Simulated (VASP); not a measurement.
# CaSe (Fm-3m) in VASP: further runs, part 2 of 2

VASP 6.6.1. Earlier steps stand in the parts before.

**3. Single point, PBEsol (strained)**

The input, INCAR:

```
SYSTEM = CaSe
  ALGO = Normal
  EDIFF = 1E-6
  ENCUT = 500
  GGA = PS
  GGA_COMPAT = .False.
  ISIF = 2
  ISMEAR = 0
  LASPH = .True.
  LCHARG = .True.
  LELF = .True.
  LREAL = .False.
  LVHAR = .True.
  LWAVE = .False.
  NBANDS = 15
  NELM = 120
  PREC = Accurate
  SIGMA = 0.02
```

The input, KPOINTS:

```
k-points
0
Gamma
  8 8 8
  0 0 0
```

The input, POSCAR:

```
CaSe
1.0
    0.0000000000      3.0119275200      3.0119275200
    3.0119275200      0.0000000000      3.0119275200
    3.0119275200      3.0119275200      0.0000000000
Ca Se
1 1
Direct
    0.0000000000      0.0000000000      0.0000000000
    0.5000000000      0.5000000000      0.5000000000
```

Potentials or basis: VASP PAW PBE potentials, release 64 (Ca_sv, Se).

On the command line:

```
cat potpaw_PBE.64/Ca_sv/POTCAR potpaw_PBE.64/Se/POTCAR > POTCAR
mpirun -np 1 vasp_std > vasp.out
```

OUTCAR:

```text
SYSTEM = CaSe
   EDIFF = 1E-6
   ENCUT = 500
   GGA = PS
   ISIF = 2
   ISMEAR = 0
   LASPH = .True.
   LREAL = .False.
   NELM = 120
   PREC = Accurate

 ion  position               nearest neighbor table
   1  0.000  0.000  0.000-
   2  0.500  0.500  0.500-

  LATTYP: Found a face centered cubic cell.
 ALAT       =     6.0238550400

  Lattice vectors:

 A1 = (   0.0000000000,   3.0119275200,   3.0119275200)
 A2 = (   3.0119275200,   0.0000000000,   3.0119275200)
 A3 = (   3.0119275200,   3.0119275200,   0.0000000000)

Analysis of symmetry for initial positions (statically):
=====================================================================
 Subroutine PRICEL returns:
 Original cell was already a primitive cell.

 Routine SETGRP: Setting up the symmetry group for a
 face centered cubic supercell.

 Subroutine GETGRP returns: Found 48 space group operations
 (whereof 48 operations were pure point group operations)
 out of a pool of 48 trial point group operations.

The static configuration has the point symmetry O_h .

Analysis of symmetry for dynamics (positions and initial velocities):
=====================================================================
 Subroutine PRICEL returns:
 Original cell was already a primitive cell.

 Routine SETGRP: Setting up the symmetry group for a
 face centered cubic supercell.

 Subroutine GETGRP returns: Found 48 space group operations
 (whereof 48 operations were pure point group operations)
 out of a pool of 48 trial point group operations.

The dynamic configuration has the point symmetry O_h .

 Subroutine INISYM returns: Found 48 space group operations
 (whereof 48 operations are pure point group operations),
 and found     1 'primitive' translations

----------------------------------------------------------------------------------------

                                     Primitive cell

  volume of cell :      54.6467

  direct lattice vectors                    reciprocal lattice vectors
     0.000000000  3.011927520  3.011927520    -0.166006651  0.166006651  0.166006651
     3.011927520  0.000000000  3.011927520     0.166006651 -0.166006651  0.166006651
     3.011927520  3.011927520  0.000000000     0.166006651  0.166006651 -0.166006651

  length of vectors
     4.259508748  4.259508748  4.259508748     0.287531954  0.287531954  0.287531954

  position of ions in fractional coordinates (direct lattice)
     0.000000000  0.000000000  0.000000000
     0.500000000  0.500000000  0.500000000

  ion indices of the primitive-cell ions
   primitive index   ion index
                 1           1
                 2           2

----------------------------------------------------------------------------------------

 KPOINTS: k-points

Automatic generation of k-mesh.
 Grid dimensions read from file:
 generate k-points for:    8    8    8

 Generating k-lattice:

  Cartesian coordinates                     Fractional coordinates (reciprocal lattice)
    -0.020750831  0.020750831  0.020750831     0.125000000  0.000000000  0.000000000
     0.020750831 -0.020750831  0.020750831     0.000000000  0.125000000  0.000000000
     0.020750831  0.020750831 -0.020750831     0.000000000  0.000000000  0.125000000

  Length of vectors
     0.035941494  0.035941494  0.035941494

  Shift w.r.t. Gamma in fractional coordinates (k-lattice)
     0.000000000  0.000000000  0.000000000

 Subroutine IBZKPT returns following result:
 ===========================================

 Found     29 irreducible k-points:

 Following reciprocal coordinates:
            Coordinates               Weight
  0.000000  0.000000  0.000000      1.000000
  0.125000  0.000000  0.000000      8.000000
  0.250000  0.000000  0.000000      8.000000
  0.375000  0.000000  0.000000      8.000000
  0.500000  0.000000  0.000000      4.000000
  0.125000  0.125000  0.000000      6.000000
[... 16 lines left out ...]
  0.500000  0.250000  0.125000     48.000000
 -0.375000  0.250000  0.125000     24.000000
 [... further k-points ...]
   k-points           NKPTS =     29   k-points in BZ     NKDIM =     29   number of bands    NBANDS=     15
   number of dos      NEDOS =    301   number of ions     NIONS =      2
   total plane-waves  NPLWV =  32768
   dimension x,y,z NGX =    32 NGY =   32 NGZ =   32
   dimension x,y,z NGXF=    64 NGYF=   64 NGZF=   64
   ions per type =               1   1
   NGX,Y,Z   is equivalent  to a cutoff of  12.49, 12.49, 12.49 a.u.
   NGXF,Y,Z  is equivalent  to a cutoff of  24.98, 24.98, 24.98 a.u.
 SYSTEM =  CaSe
   PREC   = accura    normal or accurate (medium, high low for compatibility)
   ISTART =      0    job   : 0-new  1-cont  2-samecut
   ICHARG =      2    charge: 1-file 2-atom 10-const
   ISPIN  =      1    spin polarized calculation?
   LNONCOLLINEAR =      F non collinear calculations
   LSORBIT =      F    spin-orbit coupling
   LASPH  =      T    aspherical Exc in radial PAW
   ENCUT  =  500.0 eV  36.75 Ry    6.06 a.u.   7.77  7.77  7.77*2*pi/ulx,y,z
   NELM   =    120;   NELMIN=  2; NELMDL= -5     # of ELM steps
   EDIFF  = 0.1E-05   stopping-criterion for ELM
   LREAL  =      F    real-space projection
   EDIFFG = 0.1E-04   stopping-criterion for IOM
   NSW    =      0    number of steps for IOM
   IBRION =     -1    ionic relax: 0-MD 1-quasi-New 2-CG
   NFREE  =      0    steps in history (QN), initial steepest desc. (CG)
   ISIF   =      2    stress and relaxation
   ISYM   =      2    0-nonsym 1-usesym 2-fastsym
   POTIM  = 0.5000    time-step for ionic-motion
   TEBEG  =    0.0;   TEEND  =   0.0 temperature during run
   PSTRESS=    0.0 pullay stress
   NELECT =      16.0000    total number of electrons
   NUPDOWN=      -1.0000    fix difference up-down
   EMIN   =  10.00;   EMAX   =-10.00  energy-range for DOS
   EFERMI =   0.00;   METHOD = LEGACY
   ISMEAR =     0;   SIGMA  =   0.02  broadening in eV -4-tet -1-fermi 0-gaus
   EFERMI_NEDOS =   21; number of points for ismear=-14 and -15
   IALGO  =     38    algorithm
   IMIX   =      4    mixing-type and parameters
     AMIX     =   0.40;   BMIX     =  1.00
     AMIX_MAG =   1.60;   BMIX_MAG =  1.00
  volume/ion in A,a.u.               =      27.32       184.39
  Fermi-wavevector in a.u.,A,eV,Ry     =   1.087077  2.054278 16.078500  1.181736
  Thomas-Fermi vector in A             =   2.223228
   LORBIT       =      0    0 simple, 1 ext, 2 COOP (PROOUT), +10 PAW based schemes
   GGA     = PS    functional components
   LHFCALC =     F    Hartree Fock is set to
   AEXX    =    0.0000 exact exchange contribution
   IVDW    =     0    specifies the selected vdW correction
   LEPSILON=     F    determine dielectric tensor
   LRPA    =     F    only Hartree local field effects (RPA)
 non-spin polarized calculation
 Gauss-broadening in eV      SIGMA  =   0.02
  energy-cutoff  :      500.00
  volume of cell :       54.65
 maximum number of plane-waves:      1411
   NGX = 15   NGY = 15   NGZ = 15

 number of electron      16.0000000 magnetization

 Free energy of the ion-electron system (eV)
  ---------------------------------------------------
  ext. energy  EPLUGINS =         0.00000000
  ---------------------------------------------------
  free energy    TOTEN  =       -10.03139854 eV

  energy without entropy =      -10.03139854  energy(sigma->0) =      -10.03139854

 E-fermi :   2.1081     XC(G=0):  -9.0971

 val. band max:        1.9771156691   @ k =   0.0000   0.0000   0.0000
 cond. band min:       4.0303654875   @ k =   0.5000   0.5000   0.0000
 fundamental gap:      2.0532498184
 Fermi energy:         2.1080541755

 k-point     1 :       0.0000    0.0000    0.0000
  band No.  band energies     occupation
      1     -37.7314      2.00000
      2     -18.7950      2.00000
      3     -18.7950      2.00000
      4     -18.7950      2.00000
      5      -9.6651      2.00000
      6       1.9771      2.00000
      7       1.9771      2.00000
      8       1.9771      2.00000
      9       4.8796      0.00000
     10       5.6427      0.00000
     11       5.6427      0.00000
     12       5.6427      0.00000
     13       6.1903      0.00000
     14       6.1903      0.00000
[... 401 lines left out ...]
      2     -18.8695      2.00000
      3     -18.8219      2.00000
      4     -18.8090      2.00000
      5      -9.0623      2.00000
      6      -0.7245      2.00000
      7       0.4404      2.00000
      8       0.8266      2.00000
      9       6.3157      0.00000
     10       6.6075      0.00000
     11       7.5318      0.00000
     12       7.7377      0.00000
     13       8.0881      0.00000
     14       8.9389      0.00000
     15      10.1649      0.00000

 [... further k-points ...]

------------------------ aborting loop because EDIFF is reached ----------------------------------------

  FORCE on cell =-STRESS in cart. coord.  units (eV):
  Direction    XX          YY          ZZ          XY          YZ          ZX
  --------------------------------------------------------------------------------------
  -------------------------------------------------------------------------------------
  Total       -1.1317325     -1.1317325     -1.1317325      0.0000000      0.0000000      0.0000000
  in kB      -33.1811021    -33.1811021    -33.1811021      0.0000000      0.0000000      0.0000000
  external PRESSURE =     -33.1811021 kB  Pullay stress =       0.0000000 kB

 VOLUME and BASIS-vectors are now :
 -----------------------------------------------------------------------------
  energy-cutoff  :      500.00
  volume of cell :       54.65
      direct lattice vectors                 reciprocal lattice vectors
     0.000000000  3.011927520  3.011927520    -0.166006651  0.166006651  0.166006651
     3.011927520  0.000000000  3.011927520     0.166006651 -0.166006651  0.166006651
     3.011927520  3.011927520  0.000000000     0.166006651  0.166006651 -0.166006651

 POSITION                                       TOTAL-FORCE (eV/Angst)
 -----------------------------------------------------------------------------------
      0.00000      0.00000      0.00000         0.000000      0.000000      0.000000
      3.01193      3.01193      3.01193         0.000000      0.000000     -0.000000
 -----------------------------------------------------------------------------------
    total drift:                                0.000000     -0.000000     -0.000000

  FREE ENERGIE OF THE ION-ELECTRON SYSTEM (eV)
  ---------------------------------------------------
  free  energy   TOTEN  =       -10.0313985372 eV

  energy  without entropy=      -10.0313985372  energy(sigma->0) =      -10.03139854
```

OSZICAR:

```text
N       E                     dE             d eps       ncg     rms          rms(c)
DAV:   1     0.101966726559E+03    0.10197E+03   -0.73231E+03   870   0.959E+02
DAV:   2    -0.564395920448E+01   -0.10761E+03   -0.10271E+03  1080   0.236E+02
DAV:   3    -0.995402799964E+01   -0.43101E+01   -0.42678E+01  1253   0.447E+01
DAV:   4    -0.101885865186E+02   -0.23456E+00   -0.23453E+00  1157   0.861E+00
DAV:   5    -0.101899974508E+02   -0.14109E-02   -0.14109E-02  1208   0.732E-01    0.430E+00
DAV:   6    -0.100428562656E+02    0.14714E+00   -0.19037E-01  1038   0.240E+00    0.249E+00
DAV:   7    -0.100300875313E+02    0.12769E-01   -0.87742E-02  1113   0.190E+00    0.777E-01
DAV:   8    -0.100313241316E+02   -0.12366E-02   -0.11650E-02   919   0.803E-01    0.113E-01
DAV:   9    -0.100313338253E+02   -0.96937E-05   -0.72320E-04  1089   0.239E-01    0.494E-02
DAV:  10    -0.100313935833E+02   -0.59758E-04   -0.14787E-04  1017   0.779E-02    0.114E-02
DAV:  11    -0.100313994955E+02   -0.59121E-05   -0.20548E-05  1108   0.401E-02    0.107E-02
DAV:  12    -0.100313985372E+02    0.95832E-06   -0.15975E-06   869   0.741E-03
   1 F= -.10031399E+02 E0= -.10031399E+02  d E =-.160490E-22
```

stdout:

```text
POSCAR found type information on POSCAR CaSe
 POSCAR found :  2 types and       2 ions
 scaLAPACK will be used
 -----------------------------------------------------------------------------
|                                                                             |
|                                                                             |
|     You enforced a specific xc type in the INCAR file but a different       |
|     I HOPE YOU KNOW WHAT YOU ARE DOING!                                     |
|                                                                             |
 -----------------------------------------------------------------------------

 LDA part: xc-table for (Slater+PW92), standard interpolation
 POSCAR, INCAR and KPOINTS ok, starting setup
 FFT: planning ... GRIDC
 FFT: planning ... GRID_SOFT
 FFT: planning ... GRID
 WAVECAR not read
 entering main loop
```

Wall time 34 s (1 thread of Intel Xeon 8259CL, shared host); peak memory 0.18 GiB.

Results:

| Quantity | Value |
| --- | --- |
| Free energy | -10.0314 eV |
| Pressure | -3.3 GPa |
| Band gap on the k mesh | 2.05 eV (least direct gap 2.90 eV) |

Levels at points of the mesh, in eV from the valence-band top:
| k point | band 6 | band 7 | band 8 | band 9 | band 10 | band 11 |
| --- | --- | --- | --- | --- | --- | --- |
| (0.00, 0.00, 0.00) | 0.00 | 0.00 | 0.00 | 2.90 | 3.67 | 3.67 |
| (0.50, 0.00, 0.00) | -3.13 | -1.10 | -1.10 | 4.29 | 5.30 | 5.35 |
| (0.50, 0.50, 0.00) | -2.42 | -0.90 | -0.90 | 2.05 | 4.70 | 4.94 |

Caveat: the cell differs from its parent crystal (strained); the cell stands under tension; the PAW data sets were made with another functional, which shifts forces and pressure a little. A k mesh can miss the band edges.

**4. Single point, PBEsol (strained)**

The input, INCAR:

```
  PREC = Accurate
  ENCUT = 500
  EDIFF = 1E-6
  ISMEAR = 0
  SIGMA = 0.02
  LREAL = F
  LASPH = T
  NELM = 120
  ALGO = Normal
  ISIF = 2
  LWAVE = F
  LCHARG = T
  GGA = PS
  LELF = T
  LVHAR = T
  NBANDS = 15
  GGA_COMPAT = F
```

The input, KPOINTS:

```
regular mesh
0
Gamma
  8 8 8
```

The input, POSCAR:

```
CaSe
1.0
    0.0000000000      3.0756884400      3.0756884400
    3.0756884400      0.0000000000      3.0756884400
    3.0756884400      3.0756884400      0.0000000000
Ca Se
1 1
Direct
    0.0000000000      0.0000000000      0.0000000000
    0.5000000000      0.5000000000      0.5000000000
```

On the command line:

```
cat potpaw_PBE.64/Ca_sv/POTCAR potpaw_PBE.64/Se/POTCAR > POTCAR
mpirun -np 1 vasp_std > vasp.out
```

It took 31 s on 1 thread of Intel Xeon 8259CL, shared host; peak memory 0.19 GiB.

It converged, with:

```yaml
Free_energy: -9.9346 eV
Pressure: -5.4 GPa
Band_gap_on_the_k_mesh: 2.17 eV (least direct gap 2.60 eV)
```

Levels at points of the mesh, in eV from the valence-band top:
```tsv
k point	band 6	band 7	band 8	band 9	band 10	band 11
(0.00, 0.00, 0.00)	0.00	0.00	0.00	2.60	3.66	3.66
(0.50, 0.00, 0.00)	-2.91	-0.98	-0.98	4.18	5.12	5.19
(0.50, 0.50, 0.00)	-2.26	-0.84	-0.84	2.17	4.44	4.81
```

Caveat: the cell differs from its parent crystal (strained); the cell stands under tension; the PAW data sets were made with another functional, which shifts forces and pressure a little. A k mesh can miss the band edges.

**5. Summary**

```csv
cell,gap on the mesh (eV),pressure (GPa)
"a = 4.099 Å, angles 60.0°, 2 atoms",1.76,2.3
"a = 4.260 Å, angles 60.0°, 2 atoms",2.05,-3.3
"a = 4.350 Å, angles 60.0°, 2 atoms",2.17,-5.4
```

Alike in all rows: task single point; level PBEsol; potentials or basis VASP PAW PBE potentials, release 64 (Ca_sv, Se); no spin polarisation; k mesh 8 × 8 × 8; cutoff (eV) 500; smearing gaussian 0.02 eV.

Caveats: the PAW data sets were made with another functional, which shifts forces and pressure a little; the cell stands under tension (at least some runs).

Absolute energies hang on the potentials; compare differences alone.
